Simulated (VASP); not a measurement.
# WF3 (Fm-3m) in VASP: notebook

WF3 is run at these levels: PBE; tasks: single point.

Everything below comes from runs of VASP 6.6.1. Logs are shortened: lines on timing, memory, paths and dates and some standing lists are left out, and cuts for length are marked.

### Step 1. The cell of the first run

Symmetry: Fm-3m, No. 225, cubic system. The conventional cell has a = 5.408 Å, b = 5.408 Å, c = 5.408 Å, α = 90.00°, β = 90.00°, γ = 90.00°. Within 3.1 Å of W (site symmetry m-3m) lie 14 F at 2.34 to 2.70 Å. Within 3.1 Å of F (site symmetry m-3m) lie 8 F at 2.34 Å and 6 W at 2.70 Å. Within 3.1 Å of F (site symmetry -43m) lie 4 W at 2.34 Å and 10 F at 2.34 to 2.70 Å.

The cell was generated, and may not be a known phase.

### Step 2. Single point, PBE

File INCAR:

```
SYSTEM = WF3
ALGO = Normal ; EDIFF = 1E-6
ENCUT = 600 ; GGA = PE
GGA_COMPAT = .FALSE. ; ISIF = 2
ISMEAR = 0 ; LASPH = .TRUE.
LCHARG = .FALSE. ; LREAL = .FALSE.
LWAVE = .FALSE. ; NBANDS = 26
NELM = 120 ; PREC = Accurate
SIGMA = 0.2
```

File KPOINTS:

```
k-points
0
G
  5 5 5
  0 0 0
```

File POSCAR:

```
WF3
1.0
    0.0000000000      2.7040246863      2.7040246863
    2.7040246863      0.0000000000      2.7040246863
    2.7040246863      2.7040246863      0.0000000000
W F
1 3
Direct
    0.0000000000      0.0000000000      0.0000000000
    0.5000000000      0.5000000000      0.5000000000
    0.2500000000      0.2500000000      0.2500000000
    0.7500000000      0.7500000000      0.7500000000
```

Potentials or basis: VASP PAW PBE potentials, release 64 (W_sv, F).

The run is started by

```console
$ cat potpaw_PBE.64/W_sv/POTCAR potpaw_PBE.64/F/POTCAR > POTCAR
$ mpirun -np 1 vasp_std > vasp.out
```

OUTCAR:

```text
SYSTEM = WF3
   EDIFF = 1E-6
   ENCUT = 600
   GGA = PE
   ISIF = 2
   ISMEAR = 0
   LASPH = .TRUE.
   LREAL = .FALSE.
   NELM = 120
   PREC = Accurate

 ion  position               nearest neighbor table
   1  0.000  0.000  0.000-   4 2.34   4 2.34   4 2.34   3 2.34   3 2.34   3 2.34   4 2.34   3 2.34

   2  0.500  0.500  0.500-
   3  0.250  0.250  0.250-   1 2.34   1 2.34   1 2.34   1 2.34
   4  0.750  0.750  0.750-   1 2.34   1 2.34   1 2.34   1 2.34

  LATTYP: Found a face centered cubic cell.
 ALAT       =     5.4080493726

  Lattice vectors:

 A1 = (   0.0000000000,   2.7040246863,   2.7040246863)
 A2 = (   2.7040246863,   0.0000000000,   2.7040246863)
 A3 = (   2.7040246863,   2.7040246863,   0.0000000000)

Analysis of symmetry for initial positions (statically):
=====================================================================
 Subroutine PRICEL returns:
 Original cell was already a primitive cell.

 Routine SETGRP: Setting up the symmetry group for a
 face centered cubic supercell.

 Subroutine GETGRP returns: Found 48 space group operations
 (whereof 48 operations were pure point group operations)
 out of a pool of 48 trial point group operations.

The static configuration has the point symmetry O_h .

Analysis of symmetry for dynamics (positions and initial velocities):
=====================================================================
 Subroutine PRICEL returns:
 Original cell was already a primitive cell.

 Routine SETGRP: Setting up the symmetry group for a
 face centered cubic supercell.

 Subroutine GETGRP returns: Found 48 space group operations
 (whereof 48 operations were pure point group operations)
 out of a pool of 48 trial point group operations.

The dynamic configuration has the point symmetry O_h .

 Subroutine INISYM returns: Found 48 space group operations
 (whereof 48 operations are pure point group operations),
 and found     1 'primitive' translations

----------------------------------------------------------------------------------------

                                     Primitive cell

  volume of cell :      39.5423

  direct lattice vectors                    reciprocal lattice vectors
     0.000000000  2.704024686  2.704024686    -0.184909554  0.184909554  0.184909554
     2.704024686  0.000000000  2.704024686     0.184909554 -0.184909554  0.184909554
     2.704024686  2.704024686  0.000000000     0.184909554  0.184909554 -0.184909554

  length of vectors
     3.824068384  3.824068384  3.824068384     0.320272743  0.320272743  0.320272743

  position of ions in fractional coordinates (direct lattice)
     0.000000000  0.000000000  0.000000000
     0.500000000  0.500000000  0.500000000
     0.250000000  0.250000000  0.250000000
     0.750000000  0.750000000  0.750000000

  ion indices of the primitive-cell ions
   primitive index   ion index
                 1           1
                 2           2
                 3           3
                 4           4

----------------------------------------------------------------------------------------

 KPOINTS: k-points

Automatic generation of k-mesh.
 Grid dimensions read from file:
 generate k-points for:    5    5    5

 Generating k-lattice:

  Cartesian coordinates                     Fractional coordinates (reciprocal lattice)
    -0.036981911  0.036981911  0.036981911     0.200000000  0.000000000  0.000000000
     0.036981911 -0.036981911  0.036981911     0.000000000  0.200000000  0.000000000
     0.036981911  0.036981911 -0.036981911     0.000000000  0.000000000  0.200000000

  Length of vectors
     0.064054549  0.064054549  0.064054549

  Shift w.r.t. Gamma in fractional coordinates (k-lattice)
     0.000000000  0.000000000  0.000000000

 Subroutine IBZKPT returns following result:
 ===========================================

 Found     10 irreducible k-points:

 Following reciprocal coordinates:
            Coordinates               Weight
  0.000000  0.000000  0.000000      1.000000
  0.200000  0.000000  0.000000      8.000000
  0.400000  0.000000  0.000000      8.000000
  0.200000  0.200000  0.000000      6.000000
  0.400000  0.200000  0.000000     24.000000
 -0.400000  0.200000  0.000000     24.000000
 -0.200000  0.200000  0.000000     12.000000
  0.400000  0.400000  0.000000      6.000000
 -0.400000  0.400000  0.000000     12.000000
 -0.400000  0.400000  0.200000     24.000000
   k-points           NKPTS =     10   k-points in BZ     NKDIM =     10   number of bands    NBANDS=     26
   number of dos      NEDOS =    301   number of ions     NIONS =      4
   total plane-waves  NPLWV =  32768
   dimension x,y,z NGX =    32 NGY =   32 NGZ =   32
   dimension x,y,z NGXF=    64 NGYF=   64 NGZF=   64
   ions per type =               1   3
   NGX,Y,Z   is equivalent  to a cutoff of  13.91, 13.91, 13.91 a.u.
   NGXF,Y,Z  is equivalent  to a cutoff of  27.82, 27.82, 27.82 a.u.
 SYSTEM =  WF3
   PREC   = accura    normal or accurate (medium, high low for compatibility)
   ISTART =      0    job   : 0-new  1-cont  2-samecut
   ICHARG =      2    charge: 1-file 2-atom 10-const
   ISPIN  =      1    spin polarized calculation?
   LNONCOLLINEAR =      F non collinear calculations
   LSORBIT =      F    spin-orbit coupling
   LASPH  =      T    aspherical Exc in radial PAW
   ENCUT  =  600.0 eV  44.10 Ry    6.64 a.u.   7.64  7.64  7.64*2*pi/ulx,y,z
   NELM   =    120;   NELMIN=  2; NELMDL= -5     # of ELM steps
   EDIFF  = 0.1E-05   stopping-criterion for ELM
   LREAL  =      F    real-space projection
   EDIFFG = 0.1E-04   stopping-criterion for IOM
   NSW    =      0    number of steps for IOM
   IBRION =     -1    ionic relax: 0-MD 1-quasi-New 2-CG
   NFREE  =      0    steps in history (QN), initial steepest desc. (CG)
   ISIF   =      2    stress and relaxation
   ISYM   =      2    0-nonsym 1-usesym 2-fastsym
   POTIM  = 0.5000    time-step for ionic-motion
   TEBEG  =    0.0;   TEEND  =   0.0 temperature during run
   PSTRESS=    0.0 pullay stress
   NELECT =      35.0000    total number of electrons
   NUPDOWN=      -1.0000    fix difference up-down
   EMIN   =  10.00;   EMAX   =-10.00  energy-range for DOS
   EFERMI =   0.00;   METHOD = LEGACY
   ISMEAR =     0;   SIGMA  =   0.20  broadening in eV -4-tet -1-fermi 0-gaus
   EFERMI_NEDOS =   21; number of points for ismear=-14 and -15
   IALGO  =     38    algorithm
   IMIX   =      4    mixing-type and parameters
     AMIX     =   0.40;   BMIX     =  1.00
     AMIX_MAG =   1.60;   BMIX_MAG =  1.00
  volume/ion in A,a.u.               =       9.89        66.71
  Fermi-wavevector in a.u.,A,eV,Ry     =   1.571847  2.970360 33.615943  2.470702
  Thomas-Fermi vector in A             =   2.673370
   LORBIT       =      0    0 simple, 1 ext, 2 COOP (PROOUT), +10 PAW based schemes
   GGA     = PE    functional components
   LHFCALC =     F    Hartree Fock is set to
   AEXX    =    0.0000 exact exchange contribution
   IVDW    =     0    specifies the selected vdW correction
   LEPSILON=     F    determine dielectric tensor
   LRPA    =     F    only Hartree local field effects (RPA)
 non-spin polarized calculation
 Gauss-broadening in eV      SIGMA  =   0.20
  energy-cutoff  :      600.00
  volume of cell :       39.54
 maximum number of plane-waves:      1363
   NGX = 15   NGY = 15   NGZ = 15

 number of electron      34.9999985 magnetization

 Free energy of the ion-electron system (eV)
  ---------------------------------------------------
  ext. energy  EPLUGINS =         0.00000000
  ---------------------------------------------------
  free energy    TOTEN  =       -21.30390351 eV

  energy without entropy =      -21.19064620  energy(sigma->0) =      -21.24727485

 E-fermi :   7.8645     XC(G=0): -12.3354

 val. band max:        7.7545847801   @ k =  -0.4000   0.4000   0.0000
 cond. band min:       7.9296284624   @ k =  -0.4000   0.4000   0.2000
 fundamental gap:      0.1750436823
 Fermi energy:         7.8645203313

 k-point     1 :       0.0000    0.0000    0.0000
  band No.  band energies     occupation
      1     -68.1517      2.00000
      2     -32.2574      2.00000
      3     -32.2574      2.00000
      4     -32.2574      2.00000
      5     -19.2269      2.00000
      6     -17.8815      2.00000
[... 18 lines left out ...]
     25      20.5894      0.00000
     26      25.8529      0.00000

 k-point     2 :       0.2000    0.0000    0.0000
  band No.  band energies     occupation
      1     -68.1511      2.00000
      2     -32.2843      2.00000
      3     -32.2603      2.00000
      4     -32.2603      2.00000
      5     -19.0150      2.00000
      6     -17.9846      2.00000
[... 18 lines left out ...]
     25      20.0806      0.00000
     26      25.5376      0.00000

 k-point     3 :       0.4000    0.0000    0.0000
  band No.  band energies     occupation
      1     -68.1503      2.00000
      2     -32.3273      2.00000
      3     -32.2652      2.00000
      4     -32.2651      2.00000
      5     -18.5837      2.00000
      6     -18.2141      2.00000
[... 18 lines left out ...]
     25      19.3874      0.00000
     26      24.6714      0.00000

 k-point     4 :       0.2000    0.2000    0.0000
  band No.  band energies     occupation
      1     -68.1510      2.00000
      2     -32.2859      2.00000
      3     -32.2648      2.00000
      4     -32.2648      2.00000
      5     -18.9465      2.00000
      6     -18.0130      2.00000
[... 18 lines left out ...]
     25      20.7367      0.00000
     26      24.4042      0.00000
[... 90 lines left out ...]
      1     -68.1499      2.00000
      2     -32.3298      2.00000
      3     -32.2770      2.00000
      4     -32.2769      2.00000
      5     -18.4369      2.00000
      6     -18.2158      2.00000
[... 18 lines left out ...]
     25      20.8351      0.00000
     26      22.4088      0.00000

 k-point     9 :      -0.4000    0.4000    0.0000
  band No.  band energies     occupation
      1     -68.1497      2.00000
      2     -32.3263      2.00000
      3     -32.2920      2.00000
      4     -32.2762      2.00000
      5     -18.3204      2.00000
      6     -18.2756      2.00000
[... 18 lines left out ...]
     25      20.4531      0.00000
     26      22.4758      0.00000

 k-point    10 :      -0.4000    0.4000    0.2000
  band No.  band energies     occupation
      1     -68.1498      2.00000
      2     -32.3168      2.00000
      3     -32.2958      2.00000
      4     -32.2758      2.00000
      5     -18.3757      2.00000
      6     -18.2568      2.00000
[... 18 lines left out ...]
     25      19.7588      0.00000
     26      22.9683      0.00000

------------------------ aborting loop because EDIFF is reached ----------------------------------------

  FORCE on cell =-STRESS in cart. coord.  units (eV):
  Direction    XX          YY          ZZ          XY          YZ          ZX
  --------------------------------------------------------------------------------------
  -------------------------------------------------------------------------------------
  Total        0.0320233      0.0320233      0.0320233     -0.0000000      0.0000000      0.0000000
  in kB        1.2975231      1.2975231      1.2975231     -0.0000000      0.0000000      0.0000000
  external PRESSURE =       1.2975231 kB  Pullay stress =       0.0000000 kB

 VOLUME and BASIS-vectors are now :
 -----------------------------------------------------------------------------
  energy-cutoff  :      600.00
  volume of cell :       39.54
      direct lattice vectors                 reciprocal lattice vectors
     0.000000000  2.704024686  2.704024686    -0.184909554  0.184909554  0.184909554
     2.704024686  0.000000000  2.704024686     0.184909554 -0.184909554  0.184909554
     2.704024686  2.704024686  0.000000000     0.184909554  0.184909554 -0.184909554

 POSITION                                       TOTAL-FORCE (eV/Angst)
 -----------------------------------------------------------------------------------
      0.00000      0.00000      0.00000        -0.000000      0.000000      0.000000
      2.70402      2.70402      2.70402        -0.000000      0.000000      0.000000
      1.35201      1.35201      1.35201         0.000000     -0.000000      0.000000
      4.05604      4.05604      4.05604        -0.000000     -0.000000     -0.000000
 -----------------------------------------------------------------------------------
    total drift:                                0.000000     -0.000000      0.000000

  FREE ENERGIE OF THE ION-ELECTRON SYSTEM (eV)
  ---------------------------------------------------
  free  energy   TOTEN  =       -21.3039035095 eV

  energy  without entropy=      -21.1906461979  energy(sigma->0) =      -21.24727485
```

It took 23 s on 1 thread of Intel Xeon 8259CL, shared host; peak memory 0.17 GiB.

Results:

```yaml
Free_energy: -21.3039 eV
Pressure: 0.1 GPa
Band_gap_on_the_k_mesh: zero (an odd number of electrons rules out a gap without spin polarisation)
```

Levels at points of the mesh, in eV from the Fermi level:
| k point | band 13 | band 14 | band 15 | band 16 | band 17 | band 18 | band 19 | band 20 | band 21 | band 22 |
| --- | --- | --- | --- | --- | --- | --- | --- | --- | --- | --- |
| (0.00, 0.00, 0.00) | -7.33 | -4.66 | -4.66 | -4.66 | -1.23 | -1.23 | 0.86 | 1.68 | 1.68 | 1.68 |

Caveat: the k points lie up to 0.40 Å⁻¹ apart, too coarse for converged energies and pressures of a metal; spin-orbit coupling is left out, which moves the levels of the heavy elements; an odd number of electrons without spin polarisation forces a metal; a magnetic or distorted state may lie lower.

### Step 3. Single point, PBE

File INCAR:

```
SYSTEM = WF3
  PREC = Accurate
  ENCUT = 600
  EDIFF = 1E-6
  ISMEAR = 0
  SIGMA = 0.2
  LREAL = .False.
  LASPH = .True.
  NELM = 120
  ALGO = Normal
  ISIF = 2
  LWAVE = .False.
  LCHARG = .False.
  GGA = PE
  NBANDS = 26
  GGA_COMPAT = .False.
```

File KPOINTS:

```
Automatic mesh
0
Gamma
  6 6 6
  0 0 0
```

File POSCAR:

```
WF3
1.0
    0.0000000000      2.7046855995      2.7046855995
    2.7046855995      0.0000000000      2.7046855995
    2.7046855995      2.7046855995      0.0000000000
W F
1 3
Direct
    0.5000000000      0.5000000000      0.5000000000
    0.2500000000      0.2500000000      0.2500000000
    0.7500000000      0.7500000000      0.7500000000
    0.0000000000      0.0000000000      0.0000000000
```

Potentials or basis: VASP PAW PBE potentials, release 64 (W_sv, F).

The run is started by

```console
$ cat potpaw_PBE.64/W_sv/POTCAR potpaw_PBE.64/F/POTCAR > POTCAR
$ mpirun -np 1 vasp_std > vasp.out
```

It took 35 s on 1 thread of Intel Xeon 8259CL, shared host; peak memory 0.18 GiB.

It converged, with:

```
Free energy            : -21.2993 eV
Pressure               : 0.1 GPa
Band gap on the k mesh : zero (an odd number of electrons rules out a gap without spin polarisation)
```

Levels at points of the mesh, in eV from the Fermi level:
| k point | band 15 | band 16 | band 17 | band 18 | band 19 | band 20 |
| --- | --- | --- | --- | --- | --- | --- |
| (0.00, 0.00, 0.00) | -4.66 | -4.66 | -1.24 | -1.24 | 0.85 | 1.67 |
| (0.50, 0.00, 0.00) | -4.85 | -4.45 | 0.03 | 0.36 | 0.36 | 1.23 |
| (0.50, 0.50, 0.00) | -4.06 | -4.06 | -0.61 | -0.60 | -0.46 | 0.82 |

Caveat: spin-orbit coupling is left out, which moves the levels of the heavy elements; an odd number of electrons without spin polarisation forces a metal; a magnetic or distorted state may lie lower.

The gap in the log of VASP goes by the Fermi energy; the results here count the filled bands.